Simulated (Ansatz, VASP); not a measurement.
B: VASP beside Ansatz

INCAR

```
  PREC = Accurate
  ENCUT = 520
  EDIFF = 1E-7
  ISMEAR = -1
  SIGMA = 0.1
  LREAL = False
  LASPH = True
  NELM = 80
  ALGO = Normal
  ISIF = 2
  LWAVE = False
  LCHARG = False
  GGA = PS
  NBANDS = 10
```

File KPOINTS:

```
Automatic mesh
0
Gamma
  15 15 15
```

POSCAR

```
B
1.0
    0.0000000000      1.9892169237      1.9892169237
    1.9892169237      0.0000000000      1.9892169237
    1.9892169237      1.9892169237      0.0000000000
B
2
Direct
    0.1250000000      0.1250000000      0.1250000000
    0.8750000000      0.8750000000      0.8750000000
```

Input for Ansatz:

```yaml
crystal:
  lattice:
    - [0.0, 1.9892169237, 1.9892169237]
    - [1.9892169237, 0.0, 1.9892169237]
    - [1.9892169237, 1.9892169237, 0.0]
  atoms:
    - { symbol: B, position: [0.125, 0.125, 0.125] }
    - { symbol: B, position: [0.875, 0.875, 0.875] }
hamiltonian:
  xc: pbesol
  pseudopotentials:
    kind: paw
    azcp:
      B: "pseudopotentials/B.paw.azcp"
basis:
  ecutwfc: 420
  fft_grid_basis: typed
kpoints:
  mp_grid: { grid: [15, 15, 15], shift: [0, 0, 0] }
magnetization:
  spin_polarized: false
scf:
  occupations: { method: fermi_dirac, width: 0.1 }
  lower_state_search: "off"
output:
  stress: true
```

Alike in both runs: task single point; functional PBEsol; k mesh 15 × 15 × 15; occupations fermi-dirac, width 0.1 eV; no spin polarisation.

```csv
,VASP,Ansatz
version,VASP 6.6.1,Ansatz 0.2.0
potentials or method,"VASP PAW PBE potentials, release 64 (B), cutoff 520 eV","plane waves (420 eV) with PAW, scalar-relativistic"
valence electrons in the cell,6,6
```

Ansatz gave:

| Quantity | Value |
| --- | --- |
| pressure (GPa) | 7.9 |

Task: What did VASP give for the same quantities?

Result: Pressure (GPa): 8.2.

VASP's potentials were made for PBE, not for PBEsol, and Ansatz warns of the same on its side.
